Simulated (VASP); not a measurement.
A run of VASP 6.6.1:

File INCAR:

```
SYSTEM = CdS
ALGO = Normal
EDIFF = 1E-6
EDIFFG = -0.002
ENCUT = 600
GGA = PS
IBRION = 2
ISIF = 3
ISMEAR = 0
LASPH = .True.
LCHARG = .False.
LREAL = .False.
LWAVE = .False.
NELM = 60
NSW = 100
PREC = Accurate
PSTRESS = -20.0
SIGMA = 0.01
```

Contents of KPOINTS:

```
k-points
0
Gamma
  8 8 8
  0 0 0
```

Contents of POSCAR:

```
CdS
1.0
    2.9122860629      2.9122860629      0.0000000000
   -2.9122860629      2.9122860629      0.0000000000
    0.0000000000      2.9122860629      2.9122860629
Cd S
1 1
Direct
    0.0000000000      0.0000000000      0.0000000000
    0.7500000000      0.2500000000      0.5000000000
```

Potentials or basis: VASP PAW PBE potentials, release 64 (Cd, S).

Command:

```sh
$ cat potpaw_PBE.64/Cd/POTCAR potpaw_PBE.64/S/POTCAR > POTCAR
$ mpirun -np 1 vasp_std > vasp.out
```

Hardware: 1 thread of Intel Xeon 8259CL (shared host).

Problem. Estimate the wall time of this run.

Solution. Wall time 87 s on 1 thread of Intel Xeon 8259CL, with other jobs on the host, peak memory 0.23 GiB. Counts: scf iterations 37, k points 29, ion steps 5.
